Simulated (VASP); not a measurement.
Input of a VASP 6.6.1 run:

The input INCAR:

```
PREC = Accurate ; ENCUT = 1000
EDIFF = 1E-6 ; ISMEAR = -1
SIGMA = 0.05 ; LREAL = Auto
LASPH = True ; NELM = 120
ALGO = Normal ; ISIF = 2
LWAVE = False ; LCHARG = False
GGA = PE ; IVDW = 12
NBANDS = 91 ; GGA_COMPAT = False
```

KPOINTS

```
regular mesh
0
Gamma
  1 1 1
```

POSCAR

```
H4CSO2
1.0
    8.8151600000      0.0000000000      0.0000000000
    0.0000000000      8.8151600000      0.0000000000
    0.0000000000      0.0000000000      8.8151600000
S O C H
5 10 5 20
Direct
    0.4503417997      0.2878572701      0.4195771706
    0.8570178454      0.4850509928      0.4012895098
    0.1340754784     -0.1346773030      0.0654162234
    0.5847045712      0.5957824831      0.8549991160
    0.2228472456      0.8170697801      0.5348375408
    0.5155284833      0.2377928836      0.5627358224
    0.5390644646      0.3908723304      0.3255892079
    0.8646305613      0.6285903465      0.3197834939
    0.8382564028      0.4907921892      0.5652916030
    0.0202910257     -0.0195061926      0.0977906010
    0.2602947652     -0.0945713056     -0.0334457165
    0.4250292989      0.5594392957      0.8764010769
    0.6602362632      0.6920415485      0.9659868651
    0.2258393767      0.9225845422      0.4076934395
    0.2262834056      0.6553590427      0.5015957451
    0.7231270975      0.2216638881      0.9332927945
    0.1499135658      0.3935436130      0.1372093254
    0.1524541825      0.2705923271      0.7201399486
    0.6075060478      0.9611095701      0.2790352964
    0.8557426987      0.9024791308      0.6599152677
    0.7515634220      0.2883361673      0.8322125054
    0.8273259402      0.1767128803      0.9840409371
    0.6491868911      0.1272698912      0.9002781393
    0.6640266538      0.2925546288      1.0169415805
    0.2600532842      0.3819055041      0.0809259200
    0.0790276497      0.4726087278      0.0720092281
    0.1670822525      0.4394525570      0.2518626078
    0.0937572986      0.2824506201      0.1432181528
    0.0527339404      0.2778202753      0.7938558077
    0.1245810044      0.2009637560      0.6207314783
    0.2468812781      0.2189174775      0.7824116130
    0.1848055910      0.3851909128      0.6836937434
    0.6968598048      1.0452913962      0.2595213248
    0.5913188350      0.9453473102      0.4012891663
    0.6413614941      0.8535522040      0.2270530746
    0.5013086758      0.9995654802      0.2267324506
    0.9188666753      0.9616670900      0.7494562906
    0.8710590333      0.7794823632      0.6699842069
    0.8937483606      0.9410314699      0.5476692026
    0.7348741354      0.9296388553      0.6718339383
```

Potentials or basis: VASP PAW PBE potentials, release 64 (S, O_h, C_h, H_h).

The run is started by

```console
$ cat potpaw_PBE.64/S/POTCAR potpaw_PBE.64/O_h/POTCAR potpaw_PBE.64/C_h/POTCAR potpaw_PBE.64/H_h/POTCAR > POTCAR
$ mpirun -np 1 vasp_gam > vasp.out
```

(1) Estimate the band gap on the k mesh.

(2) Estimate the largest force.

(3) What does it give for the dispersion energy per atom?

(4) Estimate the pressure.

## Answers

(1) 2.88 eV.

(2) 0.640 eV/Å.

(3) -0.042 eV.

(4) -1.0 GPa.

Caveat: the k points lie up to 0.71 Å⁻¹ apart.
